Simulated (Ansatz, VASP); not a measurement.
# One calculation of AlN, two programs

The input INCAR:

```
SYSTEM = AlN
ALGO = Normal ; EDIFF = 1E-6
ENCUT = 600 ; GGA = PE
GGA_COMPAT = .False. ; ISIF = 2
ISMEAR = -1 ; IVDW = 13
LASPH = .True. ; LCHARG = .True.
LELF = .True. ; LREAL = .False.
LVHAR = .True. ; LWAVE = .False.
NBANDS = 11 ; NELM = 120
PREC = Accurate ; SIGMA = 0.05
```

The input KPOINTS:

```
k-points
0
Gamma
  10 10 10
  0 0 0
```

POSCAR

```
AlN
1.0
    0.0000000000      2.1984575146      2.1984575146
    2.1984575146      0.0000000000      2.1984575146
    2.1984575146      2.1984575146      0.0000000000
Al N
1 1
Direct
    0.0000000000      0.0000000000      0.0000000000
    0.2500000000      0.2500000000      0.2500000000
```

input.yaml

```yaml
crystal:
  lattice:
    - [0.0, 2.1984575146, 2.1984575146]
    - [2.1984575146, 0.0, 2.1984575146]
    - [2.1984575146, 2.1984575146, 0.0]
  atoms:
    - { symbol: Al, position: [0.0, 0.0, 0.0] }
    - { symbol: "N", position: [0.25, 0.25, 0.25] }
hamiltonian:
  xc: pbe
  pseudopotentials: { kind: paw }
  dispersion: d4
kpoints:
  mp_grid: { grid: [10, 10, 10] }
scf:
  occupations: { method: fermi_dirac, width: 0.05 }
output:
  forces: true
  stress: true
  eigenvalues: true
  write_density: true
  write_potential: true
  elf: true
  volumetric_format: npy
```

Alike in both runs: task single point; functional PBE; dispersion D4; k mesh 10 × 10 × 10; occupations fermi-dirac, width 0.05 eV; no spin polarisation.

|  | VASP | Ansatz |
| --- | --- | --- |
| version | VASP 6.6.1 | Ansatz 0.2.0 |
| potentials or method | VASP PAW PBE potentials, release 64 (Al, N) | Ansatz PAW |
| plane-wave cutoff (eV) | 600 | 420 |
| valence electrons in the cell | 8 | 8 |

Ansatz gave:

* gap on the k mesh at the Fermi level (eV): 3.31
* least direct gap on the mesh (eV): 4.01
* pressure (GPa): -3.7

Task: Estimate VASP's values.

Result: gap on the k mesh at the Fermi level (eV): 3.31; least direct gap on the mesh (eV): 4.02; pressure (GPa): -4.1.
